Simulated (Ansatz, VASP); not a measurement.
# Ir in VASP and in Ansatz

```xyz
1
Lattice="0.0000 1.9228 1.9228 1.9228 0.0000 1.9228 1.9228 1.9228 0.0000" Properties=species:S:1:pos:R:3 pbc="T T T"
Ir    0.0000    0.0000    0.0000
```

Alike in both runs: task single point; functional r2SCAN; k mesh 14 × 14 × 14; occupations fermi-dirac, width 0.1 eV; no spin polarisation.

```csv
,VASP,Ansatz
version,VASP 6.6.1,Ansatz 0.2.0
potentials or method,"VASP PAW PBE potentials, release 64 (Ir_sv_GW), cutoff 550 eV","plane waves (600 eV) with PAW, scalar-relativistic"
valence electrons in the cell,17,17
```

Ansatz gave:

| Property | Result |
| --- | --- |
| pressure (GPa) | 0.0 |

Q: Which values does VASP return?

A: Pressure (GPa): -2.2.

VASP's potentials were made for PBE, not for r2SCAN. With one functional, cell and mesh, what is left measures potentials, basis and numerics.

Spin-orbit coupling is off throughout.
